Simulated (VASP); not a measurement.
# Mn in VASP: settings compared

The runs below take Mn through single point, with PBE, PBEsol.

Everything below comes from runs of VASP 6.6.1. Logs are shortened: lines on timing, memory, paths and dates and some standing lists are left out, and cuts for length are marked.

**1. The cell of the first run**

It takes space group P6_3/mmc (No. 194, hexagonal). The conventional cell has a = 2.484 Å, b = 2.484 Å, c = 4.026 Å, α = 90.00°, β = 90.00°, γ = 120.00°. Mn (site symmetry -6m2) has 12 Mn at 2.47 to 2.48 Å within 3.3 Å.

This isn't the form of Mn at room conditions, which is a 58-atom cubic cell.

**2. Single point, PBE, collinear spin, ferromagnetic start**

The input, INCAR:

```
PREC = Accurate
ENCUT = 680
EDIFF = 1E-6
ISMEAR = -1
SIGMA = 0.05
LREAL = F
LASPH = T
NELM = 200
ALGO = Normal
ISIF = 2
LWAVE = F
LCHARG = F
ISPIN = 2
MAGMOM = 5 5
LORBIT = 11
NUPDOWN = 10.0
LMAXMIX = 4
GGA = PE
NBANDS = 26
GGA_COMPAT = F
```

The input, KPOINTS:

```
Automatic mesh
0
Gamma
  10 10 6
```

The input, POSCAR:

```
Mn
1.0
    2.4836457705      0.0000000000      0.0000000000
   -1.2418228853      2.1509003313      0.0000000000
    0.0000000000      0.0000000000      4.0261950000
Mn
2
Direct
    0.3333333333      0.6666666667      0.2500000000
    0.6666666667      0.3333333333      0.7500000000
```

Potentials or basis: VASP PAW PBE potentials, release 64 (Mn_sv).

Command:

```
> cat potpaw_PBE.64/Mn_sv/POTCAR > POTCAR
> mpirun -np 1 vasp_std > vasp.out
```

OUTCAR:

```text
PREC = Accurate
   ENCUT = 680
   EDIFF = 1E-6
   ISMEAR = -1
   LREAL = F
   LASPH = T
   NELM = 200
   ISIF = 2
   ISPIN = 2
   LORBIT = 11
   NUPDOWN = 10.0
   GGA = PE

 ion  position               nearest neighbor table
   1  0.333  0.667  0.250-   2 2.47   2 2.47   2 2.47   2 2.47   2 2.47   2 2.47
   2  0.667  0.333  0.750-   1 2.47   1 2.47   1 2.47   1 2.47   1 2.47   1 2.47

  LATTYP: Found a hexagonal cell.
 ALAT       =     2.4836457705
 C/A-ratio  =     1.6210826229

  Lattice vectors:

 A1 = (   2.4836457705,   0.0000000000,   0.0000000000)
 A2 = (  -1.2418228853,   2.1509003313,   0.0000000000)
 A3 = (   0.0000000000,   0.0000000000,   4.0261950000)

Analysis of symmetry for initial positions (statically):
=====================================================================
 Subroutine PRICEL returns:
 Original cell was already a primitive cell.

 Routine SETGRP: Setting up the symmetry group for a
 hexagonal supercell.

 Subroutine GETGRP returns: Found 24 space group operations
 (whereof 12 operations were pure point group operations)
 out of a pool of 24 trial point group operations.

The static configuration has the point symmetry D_3d.
 The point group associated with its full space group is D_6h.

Analysis of symmetry for dynamics (positions and initial velocities):
=====================================================================
 Subroutine PRICEL returns:
 Original cell was already a primitive cell.

 Routine SETGRP: Setting up the symmetry group for a
 hexagonal supercell.

 Subroutine GETGRP returns: Found 24 space group operations
 (whereof 12 operations were pure point group operations)
 out of a pool of 24 trial point group operations.

The dynamic configuration has the point symmetry D_3d.
 The point group associated with its full space group is D_6h.

Analysis of structural, dynamic, and magnetic symmetry:
=====================================================================
 Subroutine PRICEL returns:
 Original cell was already a primitive cell.

 Routine SETGRP: Setting up the symmetry group for a
 hexagonal supercell.

 Subroutine GETGRP returns: Found 24 space group operations
 (whereof 12 operations were pure point group operations)
 out of a pool of 24 trial point group operations.

The overall configuration has the point symmetry D_3d.
 The point group associated with its full space group is D_6h.

 Subroutine INISYM returns: Found 24 space group operations
 (whereof 12 operations are pure point group operations),
 and found     1 'primitive' translations

----------------------------------------------------------------------------------------

                                     Primitive cell

  volume of cell :      21.5082

  direct lattice vectors                    reciprocal lattice vectors
     2.483645770  0.000000000  0.000000000     0.402633907  0.232460795  0.000000000
    -1.241822885  2.150900331  0.000000000     0.000000000  0.464921589  0.000000000
     0.000000000  0.000000000  4.026195000     0.000000000  0.000000000  0.248373464

  length of vectors
     2.483645770  2.483645771  4.026195000     0.464921589  0.464921589  0.248373464

  position of ions in fractional coordinates (direct lattice)
     0.333333333  0.666666667  0.250000000
     0.666666667  0.333333333  0.750000000

  ion indices of the primitive-cell ions
   primitive index   ion index
                 1           1
                 2           2

----------------------------------------------------------------------------------------

 KPOINTS: Automatic mesh

Automatic generation of k-mesh.
 Grid dimensions read from file:
 generate k-points for:   10   10    6

 Generating k-lattice:

  Cartesian coordinates                     Fractional coordinates (reciprocal lattice)
     0.040263391  0.023246079  0.000000000     0.100000000  0.000000000  0.000000000
     0.000000000  0.046492159  0.000000000     0.000000000  0.100000000  0.000000000
     0.000000000  0.000000000  0.041395577     0.000000000  0.000000000  0.166666667

  Length of vectors
     0.046492159  0.046492159  0.041395577

  Shift w.r.t. Gamma in fractional coordinates (k-lattice)
     0.000000000  0.000000000  0.000000000

 Subroutine IBZKPT returns following result:
 ===========================================

 Found     56 irreducible k-points:

 Following reciprocal coordinates:
            Coordinates               Weight
  0.000000  0.000000  0.000000      1.000000
  0.100000  0.000000  0.000000      6.000000
  0.200000  0.000000  0.000000      6.000000
  0.300000  0.000000  0.000000      6.000000
  0.400000  0.000000  0.000000      6.000000
  0.500000  0.000000  0.000000      3.000000
[... 16 lines left out ...]
  0.300000  0.100000  0.166667     24.000000
  0.400000  0.100000  0.166667     24.000000
 [... further k-points ...]
   k-points           NKPTS =     56   k-points in BZ     NKDIM =     56   number of bands    NBANDS=     26
   number of dos      NEDOS =    301   number of ions     NIONS =      2
   total plane-waves  NPLWV =  20736
   dimension x,y,z NGX =    24 NGY =   24 NGZ =   36
   dimension x,y,z NGXF=    48 NGYF=   48 NGZF=   72
   ions per type =               2
   NGX,Y,Z   is equivalent  to a cutoff of  16.06, 16.06, 14.86 a.u.
   NGXF,Y,Z  is equivalent  to a cutoff of  32.13, 32.13, 29.73 a.u.
 SYSTEM =  unknown system
   PREC   = accura    normal or accurate (medium, high low for compatibility)
   ISTART =      0    job   : 0-new  1-cont  2-samecut
   ICHARG =      2    charge: 1-file 2-atom 10-const
   ISPIN  =      2    spin polarized calculation?
   LNONCOLLINEAR =      F non collinear calculations
   LSORBIT =      F    spin-orbit coupling
   LASPH  =      T    aspherical Exc in radial PAW
   ENCUT  =  680.0 eV  49.98 Ry    7.07 a.u.   5.28  5.28  8.56*2*pi/ulx,y,z
   NELM   =    200;   NELMIN=  2; NELMDL= -5     # of ELM steps
   EDIFF  = 0.1E-05   stopping-criterion for ELM
   LREAL  =      F    real-space projection
   EDIFFG = 0.1E-04   stopping-criterion for IOM
   NSW    =      0    number of steps for IOM
   IBRION =     -1    ionic relax: 0-MD 1-quasi-New 2-CG
   NFREE  =      0    steps in history (QN), initial steepest desc. (CG)
   ISIF   =      2    stress and relaxation
   ISYM   =      2    0-nonsym 1-usesym 2-fastsym
   POTIM  = 0.5000    time-step for ionic-motion
   TEBEG  =    0.0;   TEEND  =   0.0 temperature during run
   PSTRESS=    0.0 pullay stress
   NELECT =      30.0000    total number of electrons
   NUPDOWN=      10.0000    fix difference up-down
   EMIN   =  10.00;   EMAX   =-10.00  energy-range for DOS
   EFERMI =   0.00;   METHOD = LEGACY
   ISMEAR =    -1;   SIGMA  =   0.05  broadening in eV -4-tet -1-fermi 0-gaus
   EFERMI_NEDOS =   21; number of points for ismear=-14 and -15
   IALGO  =     38    algorithm
   IMIX   =      4    mixing-type and parameters
     AMIX     =   0.40;   BMIX     =  1.00
     AMIX_MAG =   1.60;   BMIX_MAG =  1.00
  volume/ion in A,a.u.               =      10.75        72.57
  Fermi-wavevector in a.u.,A,eV,Ry     =   1.829140  3.456574 45.521746  3.345754
  Thomas-Fermi vector in A             =   2.883881
   LORBIT       =     11    0 simple, 1 ext, 2 COOP (PROOUT), +10 PAW based schemes
   GGA     = PE    functional components
   LHFCALC =     F    Hartree Fock is set to
   AEXX    =    0.0000 exact exchange contribution
   IVDW    =     0    specifies the selected vdW correction
   LEPSILON=     F    determine dielectric tensor
   LRPA    =     F    only Hartree local field effects (RPA)
 spin polarized calculation
  energy-cutoff  :      680.00
  volume of cell :       21.51
 maximum number of plane-waves:       876
 NGX is ok and might be reduce to    24
   NGX = 11   NGY = 11   NGZ = 17

 number of electron      30.0000000 magnetization      10.0000000

 number of electron      29.9999998 magnetization       9.9999999

 Free energy of the ion-electron system (eV)
  ---------------------------------------------------
  ext. energy  EPLUGINS =         0.00000000
  ---------------------------------------------------
  free energy    TOTEN  =        -9.13529517 eV

  energy without entropy =       -9.12818751  energy(sigma->0) =       -9.13174134

 E-fermi :  13.2059     XC(G=0): -13.8322

 val. band max:       21.5307472361   @ k =   0.3000   0.2000   0.0000
 cond. band min:      13.2436483531   @ k =   0.3000   0.3000   0.1667
 fundamental gap:     -8.2870988830
 Fermi energy:        21.6903709999

 spin component 1

 k-point     1 :       0.0000    0.0000    0.0000
  band No.  band energies     occupation
      1     -65.8913      1.00000
      2     -65.7251      1.00000
      3     -35.0015      1.00000
      4     -34.3396      1.00000
      5     -34.3396      1.00000
      6     -34.2313      1.00000
[... 18 lines left out ...]
     25      38.9087      0.00000
     26      38.9088      0.00000
[... 644 lines left out ...]
      4     -34.8203      1.00000
      5     -34.6017      1.00000
      6     -34.5189      1.00000
[... 18 lines left out ...]
     25      31.1445      0.00000
     26      32.9394      0.00000

 [... further k-points ...]

 spin component 2

 k-point     1 :       0.0000    0.0000    0.0000
  band No.  band energies     occupation
      1     -61.2983      1.00000
      2     -61.1192      1.00000
      3     -30.5574      1.00000
      4     -29.7978      1.00000
      5     -29.7978      1.00000
      6     -29.6825      1.00000
[... 18 lines left out ...]
     25      42.0684      0.00000
     26      42.0685      0.00000
[... 644 lines left out ...]
      4     -30.3229      1.00000
      5     -30.1104      1.00000
      6     -29.9966      1.00000
[... 18 lines left out ...]
     25      34.2520      0.00000
     26      35.9414      0.00000

 [... further k-points ...]
[... 5 lines left out ...]
  --------------------------------------------------------------------------------------
  -------------------------------------------------------------------------------------
  Total       23.2457110     23.2457110     23.0541093     -0.0000000      0.0000000      0.0000000
  in kB     1731.6043550   1731.6043550   1717.3316902     -0.0000000      0.0000000      0.0000000
  external PRESSURE =    1726.8468001 kB  Pullay stress =       0.0000000 kB

 VOLUME and BASIS-vectors are now :
 -----------------------------------------------------------------------------
  energy-cutoff  :      680.00
  volume of cell :       21.51
      direct lattice vectors                 reciprocal lattice vectors
     2.483645770  0.000000000  0.000000000     0.402633907  0.232460795  0.000000000
    -1.241822885  2.150900331  0.000000000     0.000000000  0.464921589  0.000000000
     0.000000000  0.000000000  4.026195000     0.000000000  0.000000000  0.248373464

 POSITION                                       TOTAL-FORCE (eV/Angst)
 -----------------------------------------------------------------------------------
     -0.00000      1.43393      1.00655        -0.000000      0.000000      0.000000
      1.24182      0.71697      3.01965         0.000000      0.000000     -0.000000
 -----------------------------------------------------------------------------------
    total drift:                               -0.000000      0.000000     -0.000000

  FREE ENERGIE OF THE ION-ELECTRON SYSTEM (eV)
  ---------------------------------------------------
  free  energy   TOTEN  =        -9.1352951682 eV

  energy  without entropy=       -9.1281875140  energy(sigma->0) =       -9.13174134

 total charge

# of ion       s       p       d       tot
------------------------------------------
    1        2.284   6.128   4.707  13.119
    2        2.284   6.128   4.707  13.119
--------------------------------------------------
tot          4.569  12.255   9.415  26.239

 magnetization (x)

# of ion       s       p       d       tot
------------------------------------------
    1        0.045   0.138   3.986   4.169
    2        0.045   0.138   3.986   4.169
--------------------------------------------------
tot          0.090   0.277   7.972   8.338
```

It took 2.1 min on 1 thread of AMD EPYC 7R43 (Zen 3), shared host; peak memory 0.17 GiB.

Results:

```
Free energy                                           : -9.1353 eV
Pressure                                              : 172.7 GPa
Net moment                                            : 10.00 μB per cell
Site moments                                          : Mn +4.17 μB
Valence electrons inside the program's atomic spheres : Mn 13.12
```

Stress tensor (GPa, compression positive):
```
173.16   0.00   0.00
  0.00 173.16   0.00
  0.00   0.00 171.73
```

Caveat: the cell stands under pressure; the total moment is fixed, so each spin has its own Fermi level and the state may be an excited one.

**3. Single point, PBE, collinear spin, ferromagnetic start (atoms moved at random)**

The input, INCAR:

```
SYSTEM = Mn
PREC = Accurate
ENCUT = 520
EDIFF = 1E-6
ISMEAR = -1
SIGMA = 0.05
LREAL = .FALSE.
LASPH = .TRUE.
NELM = 150
ALGO = Fast
ISIF = 2
LWAVE = .FALSE.
LCHARG = .FALSE.
ISPIN = 2
MAGMOM = 4 4
LORBIT = 11
LMAXMIX = 4
GGA = PE
NBANDS = 24
```

The input, KPOINTS:

```
regular mesh
0
G
  12 12 7
  0 0 0
```

The input, POSCAR:

```
Mn
1.0
    2.4836457705      0.0000000000      0.0000000000
   -1.2418228853      2.1509003313      0.0000000000
    0.0000000000      0.0000000000      4.0261950000
Mn
2
Direct
    0.3406050000      0.6765870000      0.2463550000
    0.7231940000      0.3678500000      0.7501900000
```

Potentials or basis: VASP PAW PBE potentials, release 64 (Mn_pv).

Command:

```
> cat potpaw_PBE.64/Mn_pv/POTCAR > POTCAR
> mpirun -np 1 vasp_std > vasp.out
```

Wall time 4.3 min (1 thread of Intel Xeon Platinum 8488C (Sapphire Rapids), shared host); peak memory 0.41 GiB.

The run converged. Its results:

```yaml
Free_energy: -17.8874 eV
Pressure: -1.0 GPa
Largest_force: 0.209 eV/Å
Band_gap_on_the_k_mesh: zero (filled and empty bands overlap)
Net_moment: 0.00 μB per cell
Valence_electrons_inside_the_program's_atomic_spheres: Mn 11.98
```

Forces in eV/Å, atoms in the order of the input:
```
Mn   0.178  0.103  0.035
Mn  -0.178 -0.103 -0.035
```

Stress tensor (GPa, compression positive):
```
 0.26  1.33  0.23
 1.33 -1.26  0.13
 0.23  0.13 -1.97
```

Levels at points of the mesh, in eV from the Fermi level:
Spin up:
```tsv
k point	band 11	band 12	band 13	band 14	band 15	band 16
(0.00, 0.00, 0.00)	-0.88	-0.55	-0.35	-0.13	0.28	0.72
(0.50, 0.00, 0.00)	-1.32	-1.09	-0.49	1.77	1.90	2.08
(0.00, 0.50, 0.00)	-1.15	-0.73	-0.42	1.85	1.93	2.00
(0.50, 0.50, 0.00)	-1.15	-0.73	-0.42	1.85	1.93	2.00
```
Spin down:
```
           k point  band 9  band 10  band 11  band 12  band 13  band 14  band 15  band 16  band 17  band 18
(0.00, 0.00, 0.00)   -1.05    -0.98    -0.88    -0.55    -0.35    -0.13     0.28     0.72     1.37     1.81
(0.50, 0.00, 0.00)   -3.43    -1.49    -1.32    -1.09    -0.49     1.77     1.90     2.08     3.90     5.32
(0.00, 0.50, 0.00)   -3.78    -1.25    -1.15    -0.73    -0.42     1.85     1.93     2.00     3.43     5.86
(0.50, 0.50, 0.00)   -3.78    -1.25    -1.15    -0.73    -0.42     1.85     1.93     2.00     3.42     5.86
```

Caveat: the cell differs from its parent crystal (atoms moved at random); the moments typed at the start vanished in this run.

[end of part 1 of 2]
